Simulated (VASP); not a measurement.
# GaN (P6_3/mmc) in VASP: further runs

GaN is run at these levels: PBE; tasks: relaxation of cell and atoms, single point.

Program: VASP 6.6.1. These are calculated values, not measurements. Logs are shortened: lines on timing, memory, paths and dates and some standing lists are left out, and cuts for length are marked.

## 1. The cell of the first run

It takes space group P6_3/mmc (No. 194, hexagonal). The conventional cell has a = 3.211 Å, b = 3.211 Å, c = 10.580 Å, α = 90.00°, β = 90.00°, γ = 120.00°. Ga (site symmetry 3m) has 6 N at 2.28 Å and 1 Ga at 2.65 Å within 3.0 Å. Within 3.0 Å of N (site symmetry -6m2) lie 6 Ga at 2.28 Å. N (site symmetry -3m) has 6 Ga at 2.28 Å within 3.0 Å.

## 2. Relaxation of cell and atoms, PBE

Contents of INCAR:

```
SYSTEM = GaN
  PREC = Accurate
  ENCUT = 600
  EDIFF = 1E-7
  ISMEAR = 0
  SIGMA = 0.1
  LREAL = .False.
  LASPH = .True.
  NELM = 100
  ALGO = Normal
  ISIF = 3
  LWAVE = .False.
  LCHARG = .False.
  GGA = PE
  IBRION = 2
  NSW = 90
  EDIFFG = -0.04
```

Contents of KPOINTS:

```
regular mesh
0
Gamma
  6 6 2
  0 0 0
```

Contents of POSCAR:

```
GaN
1.0
    3.2108682500      0.0000000000      0.0000000000
   -1.6054341200      2.7806934700      0.0000000000
    0.0000000000      0.0000000000     10.5803864400
Ga N
4 4
Direct
    0.3333333300      0.6666666700      0.8750000000
    0.6666666700      0.3333333300      0.1250000000
    0.6666666700      0.3333333300      0.3750000000
    0.3333333300      0.6666666700      0.6250000000
    0.6666666700      0.3333333300      0.7500000000
    0.0000000000      0.0000000000      0.0000000000
    0.3333333300      0.6666666700      0.2500000000
    0.0000000000      0.0000000000      0.5000000000
```

Potentials or basis: VASP PAW PBE potentials, release 64 (Ga_d, N).

On the command line:

```bash
$ cat potpaw_PBE.64/Ga_d/POTCAR potpaw_PBE.64/N/POTCAR > POTCAR
$ mpirun -np 1 vasp_std > vasp.out
```

OUTCAR:

```text
SYSTEM = GaN
   PREC = Accurate
   ENCUT = 600
   EDIFF = 1E-7
   ISMEAR = 0
   LREAL = .False.
   LASPH = .True.
   NELM = 100
   ISIF = 3
   GGA = PE
   IBRION = 2
   NSW = 90
   EDIFFG = -0.04

 ion  position               nearest neighbor table
   1  0.333  0.667  0.875-   6 2.28   5 2.28   5 2.28   6 2.28   6 2.28   5 2.28   4 2.65
   2  0.667  0.333  0.125-   6 2.28   7 2.28   7 2.28   6 2.28   6 2.28   7 2.28   3 2.65
   3  0.667  0.333  0.375-   8 2.28   7 2.28   7 2.28   8 2.28   8 2.28   7 2.28   2 2.65
   4  0.333  0.667  0.625-   8 2.28   5 2.28   5 2.28   8 2.28   8 2.28   5 2.28   1 2.65
   5  0.667  0.333  0.750-   1 2.28   4 2.28   1 2.28   4 2.28   1 2.28   4 2.28
   6  0.000  0.000  0.000-   1 2.28   2 2.28   1 2.28   2 2.28   2 2.28   1 2.28
   7  0.333  0.667  0.250-   2 2.28   3 2.28   2 2.28   3 2.28   2 2.28   3 2.28
   8  0.000  0.000  0.500-   3 2.28   4 2.28   4 2.28   3 2.28   3 2.28   4 2.28

  LATTYP: Found a hexagonal cell.
 ALAT       =     3.2108682500
 C/A-ratio  =     3.2951792525

  Lattice vectors:

 A1 = (   3.2108682500,   0.0000000000,   0.0000000000)
 A2 = (  -1.6054341200,   2.7806934700,   0.0000000000)
 A3 = (   0.0000000000,   0.0000000000,  10.5803864400)

Analysis of symmetry for initial positions (statically):
=====================================================================
 Subroutine PRICEL returns:
 Original cell was already a primitive cell.

 Routine SETGRP: Setting up the symmetry group for a
 hexagonal supercell.

 Subroutine GETGRP returns: Found 24 space group operations
 (whereof 12 operations were pure point group operations)
 out of a pool of 24 trial point group operations.

The static configuration has the point symmetry D_3d.
 The point group associated with its full space group is D_6h.

Analysis of symmetry for dynamics (positions and initial velocities):
=====================================================================
 Subroutine PRICEL returns:
 Original cell was already a primitive cell.

 Routine SETGRP: Setting up the symmetry group for a
 hexagonal supercell.

 Subroutine GETGRP returns: Found 24 space group operations
 (whereof 12 operations were pure point group operations)
 out of a pool of 24 trial point group operations.

The dynamic configuration has the point symmetry D_3d.
 The point group associated with its full space group is D_6h.

 Subroutine INISYM returns: Found 24 space group operations
 (whereof 12 operations are pure point group operations),
 and found     1 'primitive' translations

----------------------------------------------------------------------------------------

                                     Primitive cell

  volume of cell :      94.4663

  direct lattice vectors                    reciprocal lattice vectors
     3.210868250  0.000000000  0.000000000     0.311442240  0.179811261  0.000000000
    -1.605434120  2.780693470  0.000000000     0.000000000  0.359622523  0.000000000
     0.000000000  0.000000000 10.580386440     0.000000000  0.000000000  0.094514506

  length of vectors
     3.210868250  3.210868245 10.580386440     0.359622522  0.359622523  0.094514506

  position of ions in fractional coordinates (direct lattice)
     0.333333330  0.666666670  0.875000000
     0.666666670  0.333333330  0.125000000
     0.666666670  0.333333330  0.375000000
     0.333333330  0.666666670  0.625000000
     0.666666670  0.333333330  0.750000000
     0.000000000  0.000000000  0.000000000
     0.333333330  0.666666670  0.250000000
     0.000000000  0.000000000  0.500000000

  ion indices of the primitive-cell ions
   primitive index   ion index
                 1           1
                 2           2
                 3           3
                 4           4
                 5           5
                 6           6
                 7           7
                 8           8

----------------------------------------------------------------------------------------

 KPOINTS: regular mesh

Automatic generation of k-mesh.
 Grid dimensions read from file:
 generate k-points for:    6    6    2

 Generating k-lattice:

  Cartesian coordinates                     Fractional coordinates (reciprocal lattice)
     0.051907040  0.029968543  0.000000000     0.166666667  0.000000000  0.000000000
     0.000000000  0.059937087  0.000000000     0.000000000  0.166666667  0.000000000
     0.000000000  0.000000000  0.047257253     0.000000000  0.000000000  0.500000000

  Length of vectors
     0.059937087  0.059937087  0.047257253

  Shift w.r.t. Gamma in fractional coordinates (k-lattice)
     0.000000000  0.000000000  0.000000000

 Subroutine IBZKPT returns following result:
 ===========================================

 Found     14 irreducible k-points:

 Following reciprocal coordinates:
            Coordinates               Weight
  0.000000  0.000000  0.000000      1.000000
  0.166667 -0.000000  0.000000      6.000000
  0.333333  0.000000  0.000000      6.000000
  0.500000  0.000000  0.000000      3.000000
  0.166667  0.166667  0.000000      6.000000
  0.333333  0.166667  0.000000     12.000000
  0.333333  0.333333  0.000000      2.000000
  0.000000  0.000000  0.500000      1.000000
  0.166667 -0.000000  0.500000      6.000000
  0.333333  0.000000  0.500000      6.000000
  0.500000  0.000000  0.500000      3.000000
  0.166667  0.166667  0.500000      6.000000
  0.333333  0.166667  0.500000     12.000000
  0.333333  0.333333  0.500000      2.000000
   k-points           NKPTS =     14   k-points in BZ     NKDIM =     14   number of bands    NBANDS=     43
   number of dos      NEDOS =    301   number of ions     NIONS =      8
   total plane-waves  NPLWV =  70560
   dimension x,y,z NGX =    28 NGY =   28 NGZ =   90
   dimension x,y,z NGXF=    56 NGYF=   56 NGZF=  180
   ions per type =               4   4
   NGX,Y,Z   is equivalent  to a cutoff of  14.50, 14.50, 14.14 a.u.
   NGXF,Y,Z  is equivalent  to a cutoff of  28.99, 28.99, 28.28 a.u.
 SYSTEM =  GaN
   PREC   = accura    normal or accurate (medium, high low for compatibility)
   ISTART =      0    job   : 0-new  1-cont  2-samecut
   ICHARG =      2    charge: 1-file 2-atom 10-const
   ISPIN  =      1    spin polarized calculation?
   LNONCOLLINEAR =      F non collinear calculations
   LSORBIT =      F    spin-orbit coupling
   LASPH  =      T    aspherical Exc in radial PAW
   ENCUT  =  600.0 eV  44.10 Ry    6.64 a.u.   6.41  6.41 21.13*2*pi/ulx,y,z
   NELM   =    100;   NELMIN=  2; NELMDL= -5     # of ELM steps
   EDIFF  = 0.1E-06   stopping-criterion for ELM
   LREAL  =      F    real-space projection
   EDIFFG = -.4E-01   stopping-criterion for IOM
   NSW    =     90    number of steps for IOM
   IBRION =      2    ionic relax: 0-MD 1-quasi-New 2-CG
   NFREE  =      1    steps in history (QN), initial steepest desc. (CG)
   ISIF   =      3    stress and relaxation
   ISYM   =      2    0-nonsym 1-usesym 2-fastsym
   POTIM  = 0.5000    time-step for ionic-motion
   TEBEG  =    0.0;   TEEND  =   0.0 temperature during run
   PSTRESS=    0.0 pullay stress
   NELECT =      72.0000    total number of electrons
   NUPDOWN=      -1.0000    fix difference up-down
   EMIN   =  10.00;   EMAX   =-10.00  energy-range for DOS
   EFERMI =   0.00;   METHOD = LEGACY
   ISMEAR =     0;   SIGMA  =   0.10  broadening in eV -4-tet -1-fermi 0-gaus
   EFERMI_NEDOS =   21; number of points for ismear=-14 and -15
   IALGO  =     38    algorithm
   IMIX   =      4    mixing-type and parameters
     AMIX     =   0.40;   BMIX     =  1.00
     AMIX_MAG =   1.60;   BMIX_MAG =  1.00
  volume/ion in A,a.u.               =      11.81        79.69
  Fermi-wavevector in a.u.,A,eV,Ry     =   1.495409  2.825913 30.425997  2.236248
  Thomas-Fermi vector in A             =   2.607557
   LORBIT       =      0    0 simple, 1 ext, 2 COOP (PROOUT), +10 PAW based schemes
   GGA     = PE    functional components
   LHFCALC =     F    Hartree Fock is set to
   AEXX    =    0.0000 exact exchange contribution
   IVDW    =     0    specifies the selected vdW correction
   LEPSILON=     F    determine dielectric tensor
   LRPA    =     F    only Hartree local field effects (RPA)
 conjugate gradient relaxation of ions
 non-spin polarized calculation
 Gauss-broadening in eV      SIGMA  =   0.10
  energy-cutoff  :      600.00
  volume of cell :       94.47
 maximum number of plane-waves:      3192
 NGX is ok and might be reduce to    28
   NGX = 13   NGY = 13   NGZ = 43

--------------------------------------- Ionic step        1  -------------------------------------------

 number of electron      72.0000025 magnetization

 Free energy of the ion-electron system (eV)
  ---------------------------------------------------
  ext. energy  EPLUGINS =         0.00000000
  ---------------------------------------------------
  free energy    TOTEN  =       -42.99488134 eV

  energy without entropy =      -42.99131961  energy(sigma->0) =      -42.99310047

------------------------ aborting loop because EDIFF is reached ----------------------------------------

  FORCE on cell =-STRESS in cart. coord.  units (eV):
  Direction    XX          YY          ZZ          XY          YZ          ZX
  --------------------------------------------------------------------------------------
  -------------------------------------------------------------------------------------
  Total      -13.9892578    -13.9892578    -13.1211282     -0.0000000      0.0000000      0.0000000
  in kB     -237.2619652   -237.2619647   -222.5382287     -0.0000004      0.0000000      0.0000000
  external PRESSURE =    -232.3540529 kB  Pullay stress =       0.0000000 kB
[... 237 lines left out ...]
  energy  without entropy=      -44.3752425877  energy(sigma->0) =      -44.37524259

--------------------------------------- Ionic step        7  -------------------------------------------

 number of electron      71.9999999 magnetization

 Free energy of the ion-electron system (eV)
  ---------------------------------------------------
  ext. energy  EPLUGINS =         0.00000000
  ---------------------------------------------------
  free energy    TOTEN  =       -44.37581113 eV

  energy without entropy =      -44.37581113  energy(sigma->0) =      -44.37581113

 E-fermi :   7.8986     XC(G=0): -12.7925

 val. band max:        7.3955312512   @ k =   0.1667  -0.0000   0.0000
 cond. band min:       8.4255683039   @ k =   0.5000   0.0000   0.0000
 fundamental gap:      1.0300370527
 Fermi energy:         7.8986211738

 k-point     1 :       0.0000    0.0000    0.0000
  band No.  band energies     occupation
      1      -9.5789      2.00000
      2      -8.6906      2.00000
      3      -8.2765      2.00000
      4      -6.9865      2.00000
      5      -6.9728      2.00000
      6      -6.8746      2.00000
[... 668 lines left out ...]
  FREE ENERGIE OF THE ION-ELECTRON SYSTEM (eV)
  ---------------------------------------------------
  free  energy   TOTEN  =       -44.3758111323 eV

  energy  without entropy=      -44.3758111323  energy(sigma->0) =      -44.37581113

 reached required accuracy - stopping structural energy minimisation
```

Run time: 15 min. Hardware: 1 thread of Intel Xeon 8259CL, shared host; peak memory 0.3 GiB.

Results:

```
Free energy                           : -44.3758 eV
Relaxed volume                        : 9.89 Å³/atom
Relaxed cell                          : a = 3.018 Å, b = 3.018 Å, c = 10.035 Å, α = 90.00°, β = 90.00°, γ = 120.00°
Space group after relaxing (to 0.1 Å) : P6_3/mmc (No. 194)
Energy gained by relaxing             : 172.6 meV/atom
Ionic steps                           : 7
Pressure after relaxing               : -0.4 GPa
Largest force after relaxing          : 0.010 eV/Å
Band gap on the k mesh                : 1.03 eV (least direct gap 1.26 eV)
```

Forces on the atoms (eV/Å):
```
Ga   0.000  0.000  0.010
Ga   0.000  0.000 -0.010
Ga   0.000  0.000  0.010
Ga   0.000  0.000 -0.010
N    0.000  0.000  0.000
N    0.000  0.000  0.000
N    0.000  0.000  0.000
N    0.000  0.000  0.000
```

The path:
| step | energy change (eV) | largest force (eV/Å) | pressure (GPa) | volume (Å³) |
| --- | --- | --- | --- | --- |
| 1 | 0.0000 | 0.5116 | -23.24 | 94.47 |
| 2 | -1.0356 | 0.0220 | 19.60 | 72.93 |
| 3 | -1.3765 | 0.2317 | -0.07 | 78.97 |
| 4 | -1.3759 | 0.2218 | 0.91 | 78.68 |
| 5 | -1.3772 | 0.2383 | 0.64 | 78.72 |
| 6 | -1.3804 | 0.0287 | 0.73 | 78.70 |
| 7 | -1.3809 | 0.0095 | -0.40 | 79.14 |

Final structure:
```xyz
8
Lattice="3.0177 0.0000 0.0000 -1.5089 2.6134 0.0000 0.0000 0.0000 10.0348" Properties=species:S:1:pos:R:3 pbc="T T T"
Ga    0.0000    1.7423    8.8013
Ga    1.5089    0.8711    1.2335
Ga    1.5089    0.8711    3.7839
Ga    0.0000    1.7423    6.2509
N     1.5089    0.8711    7.5261
N     1.5089    2.6134   10.0348
N     0.0000    1.7423    2.5087
N    -1.5089    2.6134    5.0174
```

Levels at points of the mesh, in eV from the valence-band top:
| k point | band 33 | band 34 | band 35 | band 36 | band 37 | band 38 | band 39 | band 40 |
| --- | --- | --- | --- | --- | --- | --- | --- | --- |
| (0.00, 0.00, 0.00) | -0.17 | -0.17 | -0.08 | -0.08 | 1.47 | 4.14 | 4.31 | 4.44 |
| (0.50, 0.00, 0.00) | -1.96 | -1.51 | -0.84 | -0.23 | 1.03 | 2.49 | 4.83 | 5.47 |
| (0.00, 0.00, 0.50) | -0.12 | -0.12 | -0.12 | -0.12 | 2.85 | 2.85 | 4.54 | 4.54 |
| (0.50, 0.00, 0.50) | -1.99 | -1.99 | -0.71 | -0.71 | 2.19 | 2.19 | 4.52 | 4.52 |

Caveat: the volume moved by over 15 % at a fixed basis, so the end points are rough. A k mesh can miss the band edges.

## 3. Single point, PBE

This run uses another cell than the first one, of 9.85 Å³/atom.

Contents of INCAR:

```
PREC = Accurate
ENCUT = 520
EDIFF = 1E-7
ISMEAR = 0
SIGMA = 0.02
LREAL = False
LASPH = True
NELM = 100
ALGO = Normal
ISIF = 2
LWAVE = False
LCHARG = False
GGA = PE
NBANDS = 46
```

Contents of KPOINTS:

```
regular mesh
0
Gamma
  12 12 4
```

Contents of POSCAR:

```
GaN
1.0
    3.0138020986      0.0000000000      0.0000000000
   -1.5069010493      2.6100291794      0.0000000000
    0.0000000000      0.0000000000     10.0222605763
Ga N
4 4
Direct
    0.3333333333      0.6666666667      0.8771067685
    0.6666666667      0.3333333333      0.1228932315
    0.6666666667      0.3333333333      0.3771067685
    0.3333333333      0.6666666667      0.6228932315
    0.6666666667      0.3333333333      0.7500000000
    0.0000000000      0.0000000000      0.0000000000
    0.3333333333      0.6666666667      0.2500000000
    0.0000000000      0.0000000000      0.5000000000
```

Potentials or basis: VASP PAW PBE potentials, release 64 (Ga_d, N).

On the command line:

```bash
$ cat potpaw_PBE.64/Ga_d/POTCAR potpaw_PBE.64/N/POTCAR > POTCAR
$ mpirun -np 1 vasp_std > vasp.out
```

Wall time 5.6 min (1 thread of Intel Xeon 8259CL, shared host); peak memory 0.3 GiB.

The run converged. Its results:

* Free energy: -44.3701 eV
* Pressure: 0.7 GPa
* Largest force: 0.004 eV/Å
* Band gap on the k mesh: 1.06 eV (least direct gap 1.28 eV)

Forces in eV/Å, atoms in the order of the input:
```
Ga   0.000  0.000 -0.004
Ga   0.000  0.000  0.004
Ga   0.000  0.000 -0.004
Ga   0.000  0.000  0.004
N    0.000  0.000  0.000
N    0.000  0.000  0.000
N    0.000  0.000  0.000
N    0.000  0.000  0.000
```

Levels at points of the mesh, in eV from the valence-band top:
| k point | band 34 | band 35 | band 36 | band 37 | band 38 | band 39 |
| --- | --- | --- | --- | --- | --- | --- |
| (0.00, 0.00, 0.00) | -0.17 | -0.07 | -0.07 | 1.52 | 4.18 | 4.34 |
| (0.50, 0.00, 0.00) | -1.51 | -0.84 | -0.23 | 1.06 | 2.52 | 4.85 |
| (0.00, 0.00, 0.50) | -0.12 | -0.12 | -0.12 | 2.88 | 2.88 | 4.56 |
| (0.50, 0.00, 0.50) | -1.99 | -0.72 | -0.72 | 2.22 | 2.22 | 4.54 |

[end of part 1 of 2]
